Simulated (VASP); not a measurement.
A run of VASP 6.6.1:

INCAR

```
PREC = Accurate
ENCUT = 520
EDIFF = 1E-6
ISMEAR = -1
SIGMA = 0.1
LREAL = F
LASPH = T
NELM = 80
ALGO = Normal
ISIF = 2
LWAVE = F
LCHARG = F
GGA = PE
NBANDS = 16
```

File KPOINTS:

```
regular mesh
0
Gamma
  15 15 15
```

File POSCAR:

```
AlRu
1.0
    0.0000000000      2.1217598187      2.1217598187
    2.1217598187      0.0000000000      2.1217598187
    2.1217598187      2.1217598187      0.0000000000
Ru Al
1 1
Direct
    0.0000000000      0.0000000000      0.0000000000
    0.5000000000      0.5000000000      0.5000000000
```

Potentials or basis: VASP PAW PBE potentials, release 64 (Ru_pv, Al).

Run with:

```sh
$ cat potpaw_PBE.64/Ru_pv/POTCAR potpaw_PBE.64/Al/POTCAR > POTCAR
$ mpirun -np 1 vasp_std > vasp.out
```

Hardware: 1 thread of Intel(R) Xeon(R) 6975P-C (Granite Rapids), with other jobs on the host.

Task: How long does it take, and how much memory?

Result: Wall time 9 s on 1 thread of Intel(R) Xeon(R) 6975P-C (Granite Rapids), on a shared host, peak memory 0.16 GiB. Counts: scf iterations 10, k points 120.
